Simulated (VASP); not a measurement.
# Ti3N5 in VASP: further runs

Ti3N5 is run at these levels: PBE; tasks: single point.

Everything below comes from runs of VASP 6.6.1. Logs are shortened: lines on timing, memory, paths and dates and some standing lists are left out, and cuts for length are marked.

## Step 1: The cell of the first run

The cell holds a slab with vacuum, 8 atoms: a = 3.003 Å, b = 3.003 Å, c = 24.123 Å, α = 90.00°, β = 90.00°, γ = 120.00°.

## Step 2: Single point, PBE, collinear spin

INCAR reads:

```
  PREC = Accurate
  ENCUT = 520
  EDIFF = 1E-7
  ISMEAR = 0
  SIGMA = 0.1
  LREAL = False
  LASPH = True
  NELM = 150
  ALGO = Normal
  ISIF = 2
  LWAVE = False
  LCHARG = False
  ISPIN = 2
  MAGMOM = 0 0 0 0 3 0 0 0
  LORBIT = 11
  LMAXMIX = 4
  LDIPOL = True
  IDIPOL = 3
  DIPOL = 0.5 0.5 0.349
  GGA = PE
  NBANDS = 44
```

KPOINTS reads:

```
regular mesh
0
Gamma
  9 9 1
```

POSCAR reads:

```
Ti3N5
1.0
    3.0028555063      0.0000000000      0.0000000000
   -1.5014277532      2.6005491524      0.0000000000
    0.0000000000      0.0000000000     24.1233847547
N Ti
5 3
Direct
    0.3333333333      0.6666666667      0.1658142106
    0.0000000000      0.0000000000      0.2674509120
    0.6666666667      0.3333333333      0.3654788005
    0.3333333333      0.6666666667      0.4611038156
    1.0000000000      0.0000000000      0.5684685169
    0.6666666667      0.3333333333      0.2166325614
    0.3333333333      0.6666666667      0.3190139885
    0.0000000000      0.0000000000      0.4290633808
```

Potentials or basis: VASP PAW PBE potentials, release 64 (N, Ti_sv).

Run with:

```
$ cat potpaw_PBE.64/N/POTCAR potpaw_PBE.64/Ti_sv/POTCAR > POTCAR
$ mpirun -np 1 vasp_std > vasp.out
```

OUTCAR:

```text
PREC = Accurate
   ENCUT = 520
   EDIFF = 1E-7
   ISMEAR = 0
   LREAL = False
   LASPH = True
   NELM = 150
   ISIF = 2
   ISPIN = 2
   LORBIT = 11
   GGA = PE

 ion  position               nearest neighbor table
   1  0.333  0.667  0.166-   6 2.12   6 2.12   6 2.12
   2  0.000  0.000  0.267-   6 2.12   6 2.12   6 2.12   7 2.13   7 2.13   7 2.13
   3  0.667  0.333  0.365-   7 2.06   7 2.06   7 2.06   8 2.31   8 2.31   8 2.31
   4  0.333  0.667  0.461-   8 1.90   8 1.90   8 1.90
   5  0.000  0.000  0.568-
   6  0.667  0.333  0.217-   2 2.12   2 2.12   2 2.12   1 2.12   1 2.12   1 2.12
   7  0.333  0.667  0.319-   3 2.06   3 2.06   3 2.06   2 2.13   2 2.13   2 2.13
   8  0.000  0.000  0.429-   4 1.90   4 1.90   4 1.90   3 2.31   3 2.31   3 2.31

  LATTYP: Found a hexagonal cell.
 ALAT       =     3.0028555063
 C/A-ratio  =     8.0334816990

  Lattice vectors:

 A1 = (   3.0028555063,   0.0000000000,   0.0000000000)
 A2 = (  -1.5014277532,   2.6005491524,   0.0000000000)
 A3 = (   0.0000000000,   0.0000000000,  24.1233847547)

Analysis of symmetry for initial positions (statically):
=====================================================================
 Subroutine PRICEL returns:
 Original cell was already a primitive cell.

 Routine SETGRP: Setting up the symmetry group for a
 hexagonal supercell.

 Subroutine GETGRP returns: Found  6 space group operations
 (whereof  6 operations were pure point group operations)
 out of a pool of 24 trial point group operations.

The static configuration has the point symmetry C_3v.

Analysis of symmetry for dynamics (positions and initial velocities):
=====================================================================
 Subroutine PRICEL returns:
 Original cell was already a primitive cell.

 Routine SETGRP: Setting up the symmetry group for a
 hexagonal supercell.

 Subroutine GETGRP returns: Found  6 space group operations
 (whereof  6 operations were pure point group operations)
 out of a pool of 24 trial point group operations.

The dynamic configuration has the point symmetry C_3v.

Analysis of structural, dynamic, and magnetic symmetry:
=====================================================================
 Subroutine PRICEL returns:
 Original cell was already a primitive cell.

 Routine SETGRP: Setting up the symmetry group for a
 hexagonal supercell.

 Subroutine GETGRP returns: Found  6 space group operations
 (whereof  6 operations were pure point group operations)
 out of a pool of 24 trial point group operations.

The overall configuration has the point symmetry C_3v.

 Subroutine INISYM returns: Found  6 space group operations
 (whereof  6 operations are pure point group operations),
 and found     1 'primitive' translations

----------------------------------------------------------------------------------------

                                     Primitive cell

  volume of cell :     188.3813

  direct lattice vectors                    reciprocal lattice vectors
     3.002855506  0.000000000  0.000000000     0.333016357  0.192267083  0.000000000
    -1.501427753  2.600549152  0.000000000     0.000000000  0.384534166  0.000000000
     0.000000000  0.000000000 24.123384755     0.000000000  0.000000000  0.041453553

  length of vectors
     3.002855506  3.002855506 24.123384755     0.384534166  0.384534166  0.041453553

  position of ions in fractional coordinates (direct lattice)
     0.333333333  0.666666667  0.165814211
     0.000000000  0.000000000  0.267450912
     0.666666667  0.333333333  0.365478800
     0.333333333  0.666666667  0.461103816
     0.000000000  0.000000000  0.568468517
     0.666666667  0.333333333  0.216632561
     0.333333333  0.666666667  0.319013988
     0.000000000  0.000000000  0.429063381

  ion indices of the primitive-cell ions
   primitive index   ion index
                 1           1
                 2           2
                 3           3
                 4           4
                 5           5
                 6           6
                 7           7
                 8           8
[... 48 lines left out ...]
   NGXF,Y,Z  is equivalent  to a cutoff of  26.57, 26.57, 24.81 a.u.
 SYSTEM =  unknown system
   PREC   = accura    normal or accurate (medium, high low for compatibility)
   ISTART =      0    job   : 0-new  1-cont  2-samecut
   ICHARG =      2    charge: 1-file 2-atom 10-const
   ISPIN  =      2    spin polarized calculation?
   LNONCOLLINEAR =      F non collinear calculations
   LSORBIT =      F    spin-orbit coupling
   LASPH  =      T    aspherical Exc in radial PAW
   ENCUT  =  520.0 eV  38.22 Ry    6.18 a.u.   5.58  5.58 44.85*2*pi/ulx,y,z
   NELM   =    150;   NELMIN=  2; NELMDL= -5     # of ELM steps
   EDIFF  = 0.1E-06   stopping-criterion for ELM
   LREAL  =      F    real-space projection
   EDIFFG = 0.1E-05   stopping-criterion for IOM
   NSW    =      0    number of steps for IOM
   IBRION =     -1    ionic relax: 0-MD 1-quasi-New 2-CG
   NFREE  =      0    steps in history (QN), initial steepest desc. (CG)
   ISIF   =      2    stress and relaxation
   ISYM   =      2    0-nonsym 1-usesym 2-fastsym
   POTIM  = 0.5000    time-step for ionic-motion
   TEBEG  =    0.0;   TEEND  =   0.0 temperature during run
   PSTRESS=    0.0 pullay stress
   NELECT =      61.0000    total number of electrons
   NUPDOWN=      -1.0000    fix difference up-down
   EMIN   =  10.00;   EMAX   =-10.00  energy-range for DOS
   EFERMI =   0.00;   METHOD = LEGACY
   ISMEAR =     0;   SIGMA  =   0.10  broadening in eV -4-tet -1-fermi 0-gaus
   EFERMI_NEDOS =   21; number of points for ismear=-14 and -15
   IALGO  =     38    algorithm
   IMIX   =      4    mixing-type and parameters
     AMIX     =   0.40;   BMIX     =  1.00
     AMIX_MAG =   1.60;   BMIX_MAG =  1.00
  volume/ion in A,a.u.               =      23.55       158.91
  Fermi-wavevector in a.u.,A,eV,Ry     =   1.124188  2.124407 17.195018  1.263798
  Thomas-Fermi vector in A             =   2.260858
   LORBIT       =     11    0 simple, 1 ext, 2 COOP (PROOUT), +10 PAW based schemes
   GGA     = PE    functional components
   LHFCALC =     F    Hartree Fock is set to
   AEXX    =    0.0000 exact exchange contribution
   IVDW    =     0    specifies the selected vdW correction
   LEPSILON=     F    determine dielectric tensor
   LRPA    =     F    only Hartree local field effects (RPA)
 spin polarized calculation
 Gauss-broadening in eV      SIGMA  =   0.10
  energy-cutoff  :      520.00
  volume of cell :      188.38
 maximum number of plane-waves:      5137
 NGX is ok and might be reduce to    24
   NGX = 11   NGY = 11   NGZ = 89

 dipolmoment           0.000000      0.000000      0.103728 electrons x Angstroem

 number of electron      61.0000013 magnetization       2.9804728

 dipolmoment           0.000000      0.000000     -0.052145 electrons x Angstroem

 Free energy of the ion-electron system (eV)
  ---------------------------------------------------
  ext. energy  EPLUGINS =         0.00000000
  ---------------------------------------------------
  free energy    TOTEN  =       -67.41500163 eV

  energy without entropy =      -67.40522014  energy(sigma->0) =      -67.41011089

 E-fermi :  -1.0366     XC(G=0):  -5.8794

 val. band max:       -1.0903054312   @ k =   0.1111  -0.0000   0.0000
 cond. band min:      -1.0256612317   @ k =   0.4444   0.0000   0.0000
 fundamental gap:      0.0646441995
 Fermi energy:        -1.0365952594

 spin component 1

 k-point     1 :       0.0000    0.0000    0.0000
  band No.  band energies     occupation
      1     -59.0008      1.00000
      2     -58.0174      1.00000
      3     -57.6859      1.00000
      4     -35.3442      1.00000
      5     -35.0356      1.00000
      6     -35.0356      1.00000
[... 529 lines left out ...]
     41       2.2075      0.00000
     42       3.0082      0.00000
 Fermi energy:        -1.0365952594

 spin component 2

 k-point     1 :       0.0000    0.0000    0.0000
  band No.  band energies     occupation
      1     -59.0047      1.00000
      2     -58.0020      1.00000
      3     -57.6836      1.00000
      4     -35.3501      1.00000
      5     -35.0385      1.00000
      6     -35.0385      1.00000
[... 529 lines left out ...]
     41       2.2523      0.00000
     42       3.0116      0.00000
 [bands above 42 left out]

------------------------ aborting loop because EDIFF is reached ----------------------------------------

 vacuum level on the upper side and lower side of the slab       (xc-potential included)        -0.747         0.427

  FORCE on cell =-STRESS in cart. coord.  units (eV):
  Direction    XX          YY          ZZ          XY          YZ          ZX
  --------------------------------------------------------------------------------------
  -------------------------------------------------------------------------------------
  Total        1.8519337      1.8519337     -3.3873237     -0.0000000      0.0000000      0.0000000
  in kB       15.7506427     15.7506427    -28.8090897     -0.0000000      0.0000000      0.0000000
  external PRESSURE =       0.8973985 kB  Pullay stress =       0.0000000 kB

 VOLUME and BASIS-vectors are now :
 -----------------------------------------------------------------------------
  energy-cutoff  :      520.00
  volume of cell :      188.38
      direct lattice vectors                 reciprocal lattice vectors
     3.002855506  0.000000000  0.000000000     0.333016357  0.192267083  0.000000000
    -1.501427753  2.600549152  0.000000000     0.000000000  0.384534166  0.000000000
     0.000000000  0.000000000 24.123384755     0.000000000  0.000000000  0.041453553

 POSITION                                       TOTAL-FORCE (eV/Angst)
 -----------------------------------------------------------------------------------
     -0.00000      1.73370      4.00000        -0.000000      0.000000      4.376960
      0.00000      0.00000      6.45182        -0.000000     -0.000000      1.279581
      1.50143      0.86685      8.81659        -0.000000      0.000000      0.065489
     -0.00000      1.73370     11.12338        -0.000000      0.000000     -0.046895
      0.00000      0.00000     13.71338        -0.000000      0.000000      0.065660
      1.50143      0.86685      5.22591         0.000000     -0.000000     -5.727478
     -0.00000      1.73370      7.69570        -0.000000      0.000000     -0.016349
      0.00000      0.00000     10.35046         0.000000     -0.000000      0.003031
 -----------------------------------------------------------------------------------
    total drift:                                0.000000     -0.000000     -0.000273

  FREE ENERGIE OF THE ION-ELECTRON SYSTEM (eV)
  ---------------------------------------------------
  free  energy   TOTEN  =       -67.4150016267 eV

  energy  without entropy=      -67.4052201443  energy(sigma->0) =      -67.41011089

 vacuum level on the upper side and lower side of the slab         5.586         6.786

 total charge

# of ion       s       p       d       tot
------------------------------------------
    1        1.311   2.200   0.000   3.511
    2        1.253   2.497   0.000   3.750
    3        1.252   2.478   0.000   3.729
    4        1.298   2.455   0.000   3.753
    5        1.363   1.925   0.000   3.288
    6        2.193   6.225   1.894  10.313
    7        2.199   6.255   1.896  10.350
    8        2.231   6.263   1.980  10.473
--------------------------------------------------
tot         13.099  30.297   5.770  49.166

 magnetization (x)

# of ion       s       p       d       tot
------------------------------------------
    1       -0.000  -0.007   0.000  -0.008
    2       -0.000  -0.000   0.000  -0.000
    3        0.000   0.002   0.000   0.002
    4        0.004   0.014   0.000   0.018
    5        0.046   1.906   0.000   1.953
    6       -0.000  -0.000   0.002   0.002
    7       -0.000   0.000  -0.004  -0.004
    8        0.000   0.000   0.016   0.016
--------------------------------------------------
tot          0.050   1.915   0.014   1.979
```

Run time: 6.8 min. Hardware: 1 thread of Intel Xeon Platinum 8488C (Sapphire Rapids), shared host; peak memory 0.47 GiB.

What came out:

```yaml
Free_energy: -67.4150 eV
Largest_force: 5.727 eV/Å
Band_gap_on_the_k_mesh: zero (filled and empty bands overlap)
Net_moment: 2.98 μB per cell
Site_moments: N -0.01, -0.00, +0.00, +0.02, +1.95; Ti +0.00, -0.00, +0.02 μB
Valence_electrons_inside_the_program's_atomic_spheres: N 3.51, 3.75, 3.73, 3.29 (each value once); Ti 10.31, 10.35, 10.47
```

Forces in eV/Å, atoms in the order of the input:
```
N    0.000  0.000  4.377
N    0.000  0.000  1.280
N    0.000  0.000  0.065
N    0.000  0.000 -0.047
N    0.000  0.000  0.066
Ti   0.000  0.000 -5.727
Ti   0.000  0.000 -0.016
Ti   0.000  0.000  0.003
```

## Step 3: Single point, PBE, collinear spin

INCAR reads:

```
PREC = Accurate ; ENCUT = 520
EDIFF = 1E-6 ; ISMEAR = 0
SIGMA = 0.1 ; LREAL = F
LASPH = T ; NELM = 150
ALGO = Normal ; ISIF = 2
LWAVE = F ; LCHARG = F
ISPIN = 2 ; MAGMOM = 0 0 0 0 3 0 0 0
LORBIT = 11 ; LMAXMIX = 4
LDIPOL = T ; IDIPOL = 3
DIPOL = 0.5 0.5 0.341 ; GGA = PE
NBANDS = 44
```

KPOINTS is that of step 2.

POSCAR, as its differences from that of step 2:

```diff
@@ -12,3 +12,3 @@
     0.3333333333      0.6666666667      0.4611038156
-    1.0000000000      0.0000000000      0.5684685169
+    0.3333333333      0.6666666667      0.5025573682
     0.6666666667      0.3333333333      0.2166325614
```

Potentials or basis: VASP PAW PBE potentials, release 64 (N, Ti_sv).

Run with:

```
$ cat potpaw_PBE.64/N/POTCAR potpaw_PBE.64/Ti_sv/POTCAR > POTCAR
$ mpirun -np 1 vasp_std > vasp.out
```

Run time: 6.4 min. Hardware: 1 thread of AMD EPYC 9R45 (Zen 5), shared host; peak memory 0.44 GiB.

It converged, with:

```yaml
Free_energy: -65.8472 eV
Largest_force: 39.527 eV/Å
Net_moment: 0.00 μB per cell
Valence_electrons_inside_the_program's_atomic_spheres: N 3.51, 3.75, 3.71, 4.39, 4.15; Ti 10.31, 10.37, 10.65
```

Forces on the atoms (eV/Å):
```
N     0.000   0.000   4.402
N     0.000   0.000   1.356
N     0.000   0.000   1.685
N     0.000   0.000 -33.651
N     0.000   0.000  39.527
Ti    0.000   0.000  -5.763
Ti    0.000   0.000  -0.259
Ti    0.000   0.000  -7.297
```

Levels at points of the mesh, in eV from the Fermi level:
Spin up:
| k point | band 28 | band 29 | band 30 | band 31 | band 32 | band 33 | band 34 | band 35 |
| --- | --- | --- | --- | --- | --- | --- | --- | --- |
| (0.00, 0.00, 0.00) | -0.88 | -0.88 | 0.01 | 0.01 | 0.28 | 0.28 | 0.30 | 0.98 |
Spin down:
| k point | band 28 | band 29 | band 30 | band 31 | band 32 | band 33 | band 34 | band 35 |
| --- | --- | --- | --- | --- | --- | --- | --- | --- |
| (0.00, 0.00, 0.00) | -0.88 | -0.88 | 0.01 | 0.01 | 0.28 | 0.28 | 0.30 | 0.98 |

Caveat: the standard files for N, O and F lose accuracy on very short bonds.

## Step 4: Single point, PBE, collinear spin

INCAR reads:

```
ALGO     = Normal         # electronic algorithm
DIPOL    = 0.5 0.5 0.344
EDIFF    = 1E-6           # SCF threshold, eV
ENCUT    = 520            # plane-wave cutoff, eV
GGA      = PE             # functional
IDIPOL   = 3            
ISIF     = 2              # what is computed and relaxed
ISMEAR   = 0              # smearing method
ISPIN    = 2              # spin polarisation
LASPH    = True           # aspherical terms in the spheres
LCHARG   = True           # write CHGCAR
LDIPOL   = True         
LELF     = True           # ELF
LMAXMIX  = 4              # l up to which the mixer works
LORBIT   = 11             # projections on sites
LREAL    = False          # projectors in reciprocal space
LVACPOTAV= True         
LVHAR    = True         
LWAVE    = False          # write WAVECAR
MAGMOM   = 0 0 0 0 3 0 0 0 # initial moments
NBANDS   = 44             # bands
NELM     = 150            # most SCF steps
PREC     = Accurate       # precision mode
SIGMA    = 0.1            # smearing width, eV
```

KPOINTS reads:

```
k-points
0
Gamma
  9 9 1
```

POSCAR, as its differences from that of step 3:

```diff
@@ -12,3 +12,3 @@
     0.3333333333      0.6666666667      0.4611038156
-    0.3333333333      0.6666666667      0.5025573682
+    0.3333333333      0.6666666667      0.5311603195
     0.6666666667      0.3333333333      0.2166325614
```

Run with:

```
$ cat potpaw_PBE.64/N/POTCAR potpaw_PBE.64/Ti_sv/POTCAR > POTCAR
$ mpirun -np 1 vasp_std > vasp.out
```

Run time: 6.2 min. Hardware: 1 thread of AMD EPYC 9R45 (Zen 5), shared host; peak memory 0.44 GiB.

It converged, with:

- Free energy: -68.2317 eV
- Largest force: 5.648 eV/Å
- Net moment: 1.35 μB per cell
- Site moments: N +0.02, +0.00, +0.01, +1.03 (each value once); Ti -0.01, +0.02, -0.10 μB
- Valence electrons inside the program's atomic spheres: N 3.51, 3.75, 3.72, 3.78, 3.31; Ti 10.31, 10.37, 10.48

Forces on the atoms (eV/Å):
```
N    0.000  0.000  4.350
N    0.000  0.000  1.265
N    0.000  0.000  1.624
N    0.000  0.000  5.490
N    0.000  0.000 -3.945
Ti   0.000  0.000 -5.648
Ti   0.000  0.000 -0.500
Ti   0.000  0.000 -2.637
```

Levels at points of the mesh, in eV from the Fermi level:
Spin up:
| k point | band 29 | band 30 | band 31 | band 32 | band 33 | band 34 |
| --- | --- | --- | --- | --- | --- | --- |
| (0.00, 0.00, 0.00) | -0.58 | 0.03 | 0.03 | 0.25 | 0.25 | 0.55 |
Spin down:
| k point | band 26 | band 27 | band 28 | band 29 | band 30 | band 31 | band 32 | band 33 | band 34 | band 35 |
| --- | --- | --- | --- | --- | --- | --- | --- | --- | --- | --- |
| (0.00, 0.00, 0.00) | -2.51 | -0.83 | 0.01 | 0.01 | 0.20 | 0.20 | 0.65 | 0.88 | 0.88 | 1.27 |

## Step 5: Overview

| cell | gap on the mesh (eV) | moment (μB) | largest force (eV/Å) |
| --- | --- | --- | --- |
| as given, atomic positions A | none | 2.98 | 5.73 |
| as given, atomic positions B | none | 0.00 | 39.53 |
| as given, atomic positions C | none | 1.35 | 5.65 |

Alike in all rows: task single point; level PBE; potentials or basis VASP PAW PBE potentials, release 64 (N, Ti_sv); spin collinear; k mesh 9 × 9 × 1; cutoff (eV) 520; smearing gaussian 0.1 eV.

Caveats: the standard files for N, O and F lose accuracy on very short bonds (at least some runs).

Absolute energies hang on the potentials; compare differences alone.
